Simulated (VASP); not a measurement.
Input of a VASP 6.6.1 run:

Contents of INCAR:

```
PREC     = Accurate       # precision mode
ENCUT    = 600            # plane-wave cutoff, eV
EDIFF    = 1E-7           # SCF threshold, eV
ISMEAR   = 0              # smearing method
SIGMA    = 0.15           # smearing width, eV
LREAL    = F              # projectors in reciprocal space
LASPH    = T              # aspherical terms in the spheres
NELM     = 80             # most SCF steps
ALGO     = Normal         # electronic algorithm
ISIF     = 3              # what is computed and relaxed
LWAVE    = F              # write WAVECAR
LCHARG   = F              # write CHGCAR
GGA      = PE             # functional
IBRION   = 2              # ionic algorithm
NSW      = 36             # ionic steps
EDIFFG   = -0.08          # ionic threshold
```

Contents of KPOINTS:

```
regular mesh
0
Gamma
  4 4 4
```

File POSCAR:

```
KF
1.0
    3.7965854900      0.0000000000      0.0000000000
   -1.8982927500      3.2879394800      0.0000000000
    0.0000000000      0.0000000000      3.7633049400
K F
1 1
Direct
    0.0000000000      0.0000000000      0.5000000000
    0.6666666700      0.3333333300      0.0000000000
```

Potentials or basis: VASP PAW PBE potentials, release 64 (K_sv, F).

Launch:

```bash
$ cat potpaw_PBE.64/K_sv/POTCAR potpaw_PBE.64/F/POTCAR > POTCAR
$ mpirun -np 1 vasp_std > vasp.out
```

Question: Predict the band gap on the k mesh.

Answer: 5.63 eV.

Question: What does it give for the relaxed volume?

Answer: 19.83 Å³/atom.

Step by step:
```
step  energy change (eV)  largest force (eV/Å)  pressure (GPa)  volume (Å³)
   1              0.0000                0.0000           -3.50        46.98
   2             -0.0960                0.0000           -2.35        43.55
   3             -0.1369                0.0000           -0.78        40.70
   4             -0.1397                0.0000            0.01        39.66
```

Caveat: the k points lie up to 0.49 Å⁻¹ apart in the final cell; the volume moved by over 15 % at a fixed basis, so the end points are rough.
